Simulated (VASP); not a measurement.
# SiC (R3m) in VASP: further runs

Runs on SiC. Level: PBE. Tasks: single point.

Program: VASP 6.6.1. These are calculated values, not measurements. Logs are shortened: lines on timing, memory, paths and dates and some standing lists are left out, and cuts for length are marked.

### 1 The cell of the first run

The structure is trigonal, space group R3m (No. 160). The conventional cell has a = 2.988 Å, b = 2.988 Å, c = 7.590 Å, α = 90.00°, β = 90.00°, γ = 120.00°. Within 2.4 Å of Si (site symmetry 3m) lie 4 C at 1.84 to 1.88 Å. Within 2.4 Å of C (site symmetry 3m) lie 4 Si at 1.84 to 1.88 Å.

### 2 Single point, PBE (epitaxial 111 strain -3.0%)

Contents of INCAR:

```
PREC = Accurate
ENCUT = 520
EDIFF = 1E-6
ISMEAR = 0
SIGMA = 0.01
LREAL = False
LASPH = True
NELM = 60
ALGO = Normal
ISIF = 2
LWAVE = False
LCHARG = False
GGA = PE
NBANDS = 11
```

Contents of KPOINTS:

```
regular mesh
0
Gamma
  6 6 6
```

Contents of POSCAR:

```
SiC
1.0
    0.0523067572      2.1650175377      2.1650175377
    2.1650175377      0.0523067572      2.1650175377
    2.1650175377      2.1650175377      0.0523067572
Si C
1 1
Direct
    0.0012468765      0.0012468765      0.0012468765
    0.2487531235      0.2487531235      0.2487531235
```

Potentials or basis: VASP PAW PBE potentials, release 64 (Si, C).

Launch:

```console
$ cat potpaw_PBE.64/Si/POTCAR potpaw_PBE.64/C/POTCAR > POTCAR
$ mpirun -np 1 vasp_std > vasp.out
```

OUTCAR:

```text
PREC = Accurate
   ENCUT = 520
   EDIFF = 1E-6
   ISMEAR = 0
   LREAL = False
   LASPH = True
   NELM = 60
   ISIF = 2
   GGA = PE

 ion  position               nearest neighbor table
   1  0.001  0.001  0.001-   2 1.84   2 1.84   2 1.84   2 1.88
   2  0.249  0.249  0.249-   1 1.84   1 1.84   1 1.84   1 1.88

  LATTYP: Found a trigonal (rhomboedric) cell.
 ALAT       =     3.0622439279
 COS(alpha) =     0.5240070367

  Lattice vectors:

 A1 = (   0.0523067572,   2.1650175377,   2.1650175377)
 A2 = (   2.1650175377,   0.0523067572,   2.1650175377)
 A3 = (   2.1650175377,   2.1650175377,   0.0523067572)

Analysis of symmetry for initial positions (statically):
=====================================================================
 Subroutine PRICEL returns:
 Original cell was already a primitive cell.

 Routine SETGRP: Setting up the symmetry group for a
 trigonal (rhombohedral) supercell.

 Subroutine GETGRP returns: Found  6 space group operations
 (whereof  6 operations were pure point group operations)
 out of a pool of 12 trial point group operations.

The static configuration has the point symmetry C_3v.

Analysis of symmetry for dynamics (positions and initial velocities):
=====================================================================
 Subroutine PRICEL returns:
 Original cell was already a primitive cell.

 Routine SETGRP: Setting up the symmetry group for a
 trigonal (rhombohedral) supercell.

 Subroutine GETGRP returns: Found  6 space group operations
 (whereof  6 operations were pure point group operations)
 out of a pool of 12 trial point group operations.

The dynamic configuration has the point symmetry C_3v.

 Subroutine INISYM returns: Found  6 space group operations
 (whereof  6 operations are pure point group operations),
 and found     1 'primitive' translations

----------------------------------------------------------------------------------------

                                     Primitive cell

  volume of cell :      19.5608

  direct lattice vectors                    reciprocal lattice vectors
     0.052306757  2.165017538  2.165017538    -0.239487537  0.233838017  0.233838017
     2.165017538  0.052306757  2.165017538     0.233838017 -0.239487537  0.233838017
     2.165017538  2.165017538  0.052306757     0.233838017  0.233838017 -0.239487537

  length of vectors
     3.062243928  3.062243928  3.062243928     0.408307135  0.408307135  0.408307135

  position of ions in fractional coordinates (direct lattice)
     0.001246876  0.001246876  0.001246876
     0.248753124  0.248753124  0.248753124

  ion indices of the primitive-cell ions
   primitive index   ion index
                 1           1
                 2           2

----------------------------------------------------------------------------------------

 KPOINTS: regular mesh

Automatic generation of k-mesh.
 Grid dimensions read from file:
 generate k-points for:    6    6    6

 Generating k-lattice:

  Cartesian coordinates                     Fractional coordinates (reciprocal lattice)
    -0.039914589  0.038973003  0.038973003     0.166666667  0.000000000 -0.000000000
     0.038973003 -0.039914589  0.038973003     0.000000000  0.166666667 -0.000000000
     0.038973003  0.038973003 -0.039914589     0.000000000  0.000000000  0.166666667

  Length of vectors
     0.068051189  0.068051189  0.068051189

  Shift w.r.t. Gamma in fractional coordinates (k-lattice)
     0.000000000  0.000000000  0.000000000

 Subroutine IBZKPT returns following result:
 ===========================================

 Found     32 irreducible k-points:

 Following reciprocal coordinates:
            Coordinates               Weight
  0.000000  0.000000  0.000000      1.000000
  0.166667 -0.000000 -0.000000      6.000000
  0.333333  0.000000 -0.000000      6.000000
  0.500000  0.000000  0.000000      3.000000
  0.166667  0.166667 -0.000000      6.000000
  0.333333  0.166667  0.000000     12.000000
[... 16 lines left out ...]
  0.500000  0.500000  0.166667      6.000000
 -0.333333  0.500000  0.166667     12.000000
 [... further k-points ...]
   k-points           NKPTS =     32   k-points in BZ     NKDIM =     32   number of bands    NBANDS=     11
   number of dos      NEDOS =    301   number of ions     NIONS =      2
   total plane-waves  NPLWV =  13824
   dimension x,y,z NGX =    24 NGY =   24 NGZ =   24
   dimension x,y,z NGXF=    48 NGYF=   48 NGZF=   48
   ions per type =               1   1
   NGX,Y,Z   is equivalent  to a cutoff of  13.03, 13.03, 13.03 a.u.
   NGXF,Y,Z  is equivalent  to a cutoff of  26.06, 26.06, 26.06 a.u.
 SYSTEM =  unknown system
   PREC   = accura    normal or accurate (medium, high low for compatibility)
   ISTART =      0    job   : 0-new  1-cont  2-samecut
   ICHARG =      2    charge: 1-file 2-atom 10-const
   ISPIN  =      1    spin polarized calculation?
   LNONCOLLINEAR =      F non collinear calculations
   LSORBIT =      F    spin-orbit coupling
   LASPH  =      T    aspherical Exc in radial PAW
   ENCUT  =  520.0 eV  38.22 Ry    6.18 a.u.   5.69  5.69  5.69*2*pi/ulx,y,z
   NELM   =     60;   NELMIN=  2; NELMDL= -5     # of ELM steps
   EDIFF  = 0.1E-05   stopping-criterion for ELM
   LREAL  =      F    real-space projection
   EDIFFG = 0.1E-04   stopping-criterion for IOM
   NSW    =      0    number of steps for IOM
   IBRION =     -1    ionic relax: 0-MD 1-quasi-New 2-CG
   NFREE  =      0    steps in history (QN), initial steepest desc. (CG)
   ISIF   =      2    stress and relaxation
   ISYM   =      2    0-nonsym 1-usesym 2-fastsym
   POTIM  = 0.5000    time-step for ionic-motion
   TEBEG  =    0.0;   TEEND  =   0.0 temperature during run
   PSTRESS=    0.0 pullay stress
   NELECT =       8.0000    total number of electrons
   NUPDOWN=      -1.0000    fix difference up-down
   EMIN   =  10.00;   EMAX   =-10.00  energy-range for DOS
   EFERMI =   0.00;   METHOD = LEGACY
   ISMEAR =     0;   SIGMA  =   0.01  broadening in eV -4-tet -1-fermi 0-gaus
   EFERMI_NEDOS =   21; number of points for ismear=-14 and -15
   IALGO  =     38    algorithm
   IMIX   =      4    mixing-type and parameters
     AMIX     =   0.40;   BMIX     =  1.00
     AMIX_MAG =   1.60;   BMIX_MAG =  1.00
  volume/ion in A,a.u.               =       9.78        66.00
  Fermi-wavevector in a.u.,A,eV,Ry     =   1.215186  2.296368 20.091406  1.476677
  Thomas-Fermi vector in A             =   2.350581
   LORBIT       =      0    0 simple, 1 ext, 2 COOP (PROOUT), +10 PAW based schemes
   GGA     = PE    functional components
   LHFCALC =     F    Hartree Fock is set to
   AEXX    =    0.0000 exact exchange contribution
   IVDW    =     0    specifies the selected vdW correction
   LEPSILON=     F    determine dielectric tensor
   LRPA    =     F    only Hartree local field effects (RPA)
 non-spin polarized calculation
 Gauss-broadening in eV      SIGMA  =   0.01
  energy-cutoff  :      520.00
  volume of cell :       19.56
 maximum number of plane-waves:       540
   NGX = 11   NGY = 11   NGZ = 11

 number of electron       7.9999999 magnetization

 Free energy of the ion-electron system (eV)
  ---------------------------------------------------
  ext. energy  EPLUGINS =         0.00000000
  ---------------------------------------------------
  free energy    TOTEN  =       -14.94679031 eV

  energy without entropy =      -14.94679031  energy(sigma->0) =      -14.94679031

 E-fermi :   9.0218     XC(G=0): -11.6023

 val. band max:        8.9017061965   @ k =   0.0000   0.0000   0.0000
 cond. band min:      10.0224924330   @ k =   0.5000   0.5000  -0.0000
 fundamental gap:      1.1207862364
 Fermi energy:         9.0217558305

 k-point     1 :       0.0000    0.0000    0.0000
  band No.  band energies     occupation
      1      -7.0978      2.00000
      2       8.4841      2.00000
      3       8.9017      2.00000
      4       8.9017      2.00000
      5      15.0831      0.00000
      6      16.5015      0.00000
      7      16.7456      0.00000
      8      16.7456      0.00000
      9      23.5995      0.00000
     10      23.5995      0.00000
     11      26.0699      0.00000

 k-point     2 :       0.1667   -0.0000   -0.0000
  band No.  band energies     occupation
      1      -6.5230      2.00000
      2       6.4693      2.00000
      3       8.2082      2.00000
      4       8.5316      2.00000
      5      15.2584      0.00000
      6      16.7046      0.00000
      7      17.2274      0.00000
      8      17.9546      0.00000
      9      21.7355      0.00000
     10      22.1525      0.00000
     11      24.8568      0.00000

 k-point     3 :       0.3333    0.0000   -0.0000
  band No.  band energies     occupation
      1      -4.8861      2.00000
      2       2.5051      2.00000
      3       7.7135      2.00000
      4       7.9537      2.00000
      5      14.7313      0.00000
      6      16.4099      0.00000
      7      16.7907      0.00000
      8      19.1064      0.00000
      9      22.9517      0.00000
     10      23.9016      0.00000
     11      24.7205      0.00000

 k-point     4 :       0.5000    0.0000    0.0000
  band No.  band energies     occupation
      1      -3.2230      2.00000
      2      -0.0487      2.00000
      3       7.5205      2.00000
      4       7.7181      2.00000
      5      14.4873      0.00000
      6      15.9219      0.00000
      7      16.2947      0.00000
      8      19.0716      0.00000
      9      25.4401      0.00000
     10      26.4414      0.00000
     11      27.1683      0.00000

 k-point     5 :       0.1667    0.1667   -0.0000
  band No.  band energies     occupation
      1      -6.3449      2.00000
      2       6.9425      2.00000
      3       7.4803      2.00000
      4       7.8019      2.00000
      5      14.5459      0.00000
      6      16.5405      0.00000
      7      18.1503      0.00000
      8      18.4525      0.00000
      9      19.9930      0.00000
     10      24.4437      0.00000
     11      27.7946      0.00000
[... 211 lines left out ...]
 k-point    21 :      -0.3333    0.3333    0.1667
  band No.  band energies     occupation
      1      -2.1430      2.00000
      2       1.1881      2.00000
      3       3.8913      2.00000
      4       5.4691      2.00000
      5      13.9328      0.00000
      6      17.0989      0.00000
      7      19.4457      0.00000
      8      20.3786      0.00000
      9      22.2173      0.00000
     10      26.0369      0.00000
     11      30.5386      0.00000

 k-point    22 :      -0.1667    0.3333    0.1667
  band No.  band energies     occupation
      1      -3.5037      2.00000
      2       2.6912      2.00000
      3       4.5557      2.00000
      4       6.2041      2.00000
      5      13.6080      0.00000
      6      16.7185      0.00000
      7      17.5913      0.00000
      8      20.7359      0.00000
      9      22.8113      0.00000
     10      26.3690      0.00000
     11      30.2110      0.00000

 k-point    23 :       0.5000    0.5000    0.1667
  band No.  band energies     occupation
      1      -2.6416      2.00000
      2       1.8101      2.00000
      3       4.1015      2.00000
      4       6.1292      2.00000
      5      11.6849      0.00000
      6      15.1202      0.00000
      7      21.7182      0.00000
      8      21.9868      0.00000
      9      23.3433      0.00000
     10      27.1927      0.00000
     11      31.0166      0.00000

 k-point    24 :      -0.3333    0.5000    0.1667
  band No.  band energies     occupation
      1      -1.6186      2.00000
      2       1.3520      2.00000
      3       3.9774      2.00000
      4       4.2624      2.00000
      5      12.7666      0.00000
      6      16.2117      0.00000
      7      19.9859      0.00000
      8      21.6548      0.00000
      9      23.5830      0.00000
     10      27.1060      0.00000
     11      30.7669      0.00000

 [... further k-points ...]

------------------------ aborting loop because EDIFF is reached ----------------------------------------

  FORCE on cell =-STRESS in cart. coord.  units (eV):
  Direction    XX          YY          ZZ          XY          YZ          ZX
  --------------------------------------------------------------------------------------
  -------------------------------------------------------------------------------------
  Total        2.1347746      2.1347746      2.1347746     -0.8217710     -0.8217710     -0.8217710
  in kB      174.8542751    174.8542751    174.8542751    -67.3092937    -67.3092937    -67.3092937
  external PRESSURE =     174.8542751 kB  Pullay stress =       0.0000000 kB

 VOLUME and BASIS-vectors are now :
 -----------------------------------------------------------------------------
  energy-cutoff  :      520.00
  volume of cell :       19.56
      direct lattice vectors                 reciprocal lattice vectors
     0.052306757  2.165017538  2.165017538    -0.239487537  0.233838017  0.233838017
     2.165017538  0.052306757  2.165017538     0.233838017 -0.239487537  0.233838017
     2.165017538  2.165017538  0.052306757     0.233838017  0.233838017 -0.239487537

 POSITION                                       TOTAL-FORCE (eV/Angst)
 -----------------------------------------------------------------------------------
      0.00546      0.00546      0.00546         0.022375      0.022375      0.022375
      1.09012      1.09012      1.09012        -0.022375     -0.022375     -0.022375
 -----------------------------------------------------------------------------------
    total drift:                               -0.000022     -0.000022     -0.000022

  FREE ENERGIE OF THE ION-ELECTRON SYSTEM (eV)
  ---------------------------------------------------
  free  energy   TOTEN  =       -14.9467903092 eV

  energy  without entropy=      -14.9467903092  energy(sigma->0) =      -14.94679031
```

Run time: 14 s. Hardware: 1 thread of Intel Xeon 8259CL, shared host; peak memory 0.1 GiB.

Results:

- Free energy: -14.9468 eV
- Pressure: 17.5 GPa
- Largest force: 0.039 eV/Å
- Band gap on the k mesh: 1.12 eV, indirect (least direct gap 4.33 eV)

Forces in eV/Å, atoms in the order of the input:
```
Si   0.022  0.022  0.022
C   -0.022 -0.022 -0.022
```

Caveat: the k points lie up to 0.43 Å⁻¹ apart; the cell differs from its parent crystal (epitaxial 111 strain -3.0%). A k mesh can miss the band edges.

### 3 Single point, PBE (epitaxial 111 strain -2.0%)

Contents of INCAR:

```
PREC = Accurate ; ENCUT = 520
EDIFF = 1E-6 ; ISMEAR = 0
SIGMA = 0.01 ; LREAL = False
LASPH = True ; NELM = 80
ALGO = Normal ; ISIF = 2
LWAVE = False ; LCHARG = True
GGA = PE ; LELF = True
LVHAR = True ; NBANDS = 11
```

Contents of KPOINTS:

```
Automatic mesh
0
Gamma
  6 6 6
```

Contents of POSCAR:

```
SiC
1.0
    0.0348378013      2.1693291053      2.1693291053
    2.1693291053      0.0348378013      2.1693291053
    2.1693291053      2.1693291053      0.0348378013
Si C
1 1
Direct
    0.0008006757      0.0008006757      0.0008006757
    0.2491993243      0.2491993243      0.2491993243
```

Potentials or basis: VASP PAW PBE potentials, release 64 (Si, C).

Launch:

```console
$ cat potpaw_PBE.64/Si/POTCAR potpaw_PBE.64/C/POTCAR > POTCAR
$ mpirun -np 1 vasp_std > vasp.out
```

Wall time 16 s (1 thread of Intel Xeon 8259CL, shared host); peak memory 0.1 GiB.

Results (log left out):

| Quantity | Value |
| --- | --- |
| Free energy | -14.9974 eV |
| Pressure | 12.4 GPa |
| Largest force | 0.022 eV/Å |
| Band gap on the k mesh | 1.21 eV, indirect (least direct gap 4.41 eV) |

Forces on the atoms (eV/Å):
```
Si   0.013  0.013  0.013
C   -0.013 -0.013 -0.013
```

Stress tensor (GPa, compression positive):
```
12.45 -4.31 -4.31
-4.31 12.45 -4.31
-4.31 -4.31 12.45
```

Levels at points of the mesh, in eV from the valence-band top:
```tsv
k point	band 1	band 2	band 3	band 4	band 5	band 6	band 7	band 8	band 9
(0.00, 0.00, 0.00)	-15.80	-0.26	0.00	0.00	6.33	7.39	7.66	7.66	14.64
(0.50, 0.00, 0.00)	-12.03	-8.81	-1.26	-1.14	5.55	7.09	7.34	10.14	16.50
(0.50, 0.50, 0.00)	-10.59	-8.01	-3.49	-3.20	1.21	4.38	14.31	14.35	15.30
(0.50, 0.50, 0.50)	-12.26	-8.92	-0.98	-0.98	6.04	7.52	7.52	10.28	16.50
```

Caveat: the k points lie up to 0.42 Å⁻¹ apart; the cell differs from its parent crystal (epitaxial 111 strain -2.0%). A k mesh can miss the band edges.
